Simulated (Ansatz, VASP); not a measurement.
## One calculation of Al3C2, two programs

```
Al C
1.0
     3.19631    0.00000    0.00000
     0.00000    3.19631    0.00000
     0.00000    0.00000    6.53344
Al C
3 2
Direct
  0.00000 0.50000 0.36525
  0.50000 0.00000 0.63475
  0.50000 0.50000 0.00000
  0.50000 0.00000 0.26216
  0.00000 0.50000 0.73784
```

Change from the starting cell: species swapped into the Er2Se3 type (P-4m2, No. 115).

Alike in both runs: task relaxation of cell and atoms; functional PBE; k mesh 6 × 6 × 4; occupations gaussian, width 0.1 eV; no spin polarisation.

|  | VASP | Ansatz |
| --- | --- | --- |
| version | VASP 6.6.1 | Ansatz 0.2.0 |
| potentials or method | VASP PAW PBE potentials, release 64 (Al, C), cutoff 600 eV | scalar-relativistic, plane waves, PAW |
| valence electrons in the cell | 17 | 17 |

Ansatz gave:

| Item | Value |
| --- | --- |
| gap on the k mesh at the Fermi level, each at its own relaxed structure (eV) | none |
| relaxed volume (Å³/atom) | 10.78 |
| relaxed cell length with the largest relative difference (Å) | 5.692 |

Q: Estimate VASP's values.

A: gap on the k mesh at the Fermi level, each at its own relaxed structure (eV): none; relaxed volume (Å³/atom): 10.77; relaxed cell length with the largest relative difference (Å): 5.688.

A gap of «none» marks a metal or a gap that the smearing closes.

Noted on VASP's run: the volume moved by over 15 % at a fixed basis, so the end points are rough.
